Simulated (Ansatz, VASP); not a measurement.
CaBC in VASP and in Ansatz

The input INCAR:

```
SYSTEM = CaBC
ALGO = Normal
EDIFF = 1E-7
ENCUT = 520
GGA = PE
ISIF = 2
ISMEAR = 0
LASPH = .True.
LCHARG = .False.
LREAL = .False.
LWAVE = .False.
NBANDS = 26
NELM = 100
PREC = Accurate
SIGMA = 0.15
```

File KPOINTS:

```
k-points
0
Gamma
  24 24 8
  0 0 0
```

Contents of POSCAR:

```
CaBC
1.0
    3.0025561844      0.0000000000      0.0000000000
   -1.5012780922      2.6002899320      0.0000000000
    0.0000000000      0.0000000000      7.9734084804
Ca B C
2 2 2
Direct
    0.0000000000      0.0000000000      0.0000000000
    0.0000000000      0.0000000000      0.5000000000
    0.6666666667      0.3333333333      0.2500000000
    0.3333333333      0.6666666667      0.7500000000
    0.6666666667      0.3333333333      0.7500000000
    0.3333333333      0.6666666667      0.2500000000
```

Input for Ansatz:

```yaml
crystal:
  lattice:
    - [3.0025561844, 0.0, 0.0]
    - [-1.5012780922, 2.600289932, 0.0]
    - [0.0, 0.0, 7.9734084804]
  atoms:
    - { symbol: Ca, position: [0.0, 0.0, 0.0] }
    - { symbol: Ca, position: [0.0, 0.0, 0.5] }
    - { symbol: B, position: [0.6666666667, 0.3333333333, 0.25] }
    - { symbol: B, position: [0.3333333333, 0.6666666667, 0.75] }
    - { symbol: C, position: [0.6666666667, 0.3333333333, 0.75] }
    - { symbol: C, position: [0.3333333333, 0.6666666667, 0.25] }
basis:
  ecutwfc: 420
kpoints:
  mp_grid: { grid: [24, 24, 8] }
hamiltonian:
  xc: pbe
scf:
  occupations: { method: gaussian, width: 0.15 }
output:
  forces: true
  stress: true
  eigenvalues: true
```

Alike in both runs: task single point; functional PBE; k mesh 24 × 24 × 8; occupations gaussian, width 0.15 eV; no spin polarisation.

|  | VASP | Ansatz |
| --- | --- | --- |
| version | VASP 6.6.1 | Ansatz 0.2.0 |
| potentials or method | VASP PAW PBE potentials, release 64 (Ca_sv, B, C), cutoff 520 eV | scalar-relativistic, plane waves, PAW |
| valence electrons in the cell | 34 | 34 |

```tsv
	VASP	Ansatz	Ansatz less VASP
gap on the k mesh at the Fermi level (eV)	none	none	-
pressure (GPa)	0.1	-0.5	-0.55
traceless stress, the component that is largest in VASP (GPa)	7.59	7.35	-0.233
```

A gap of «none» marks a metal or a gap that the smearing closes. With one functional, cell and mesh, what is left measures potentials, basis and numerics.
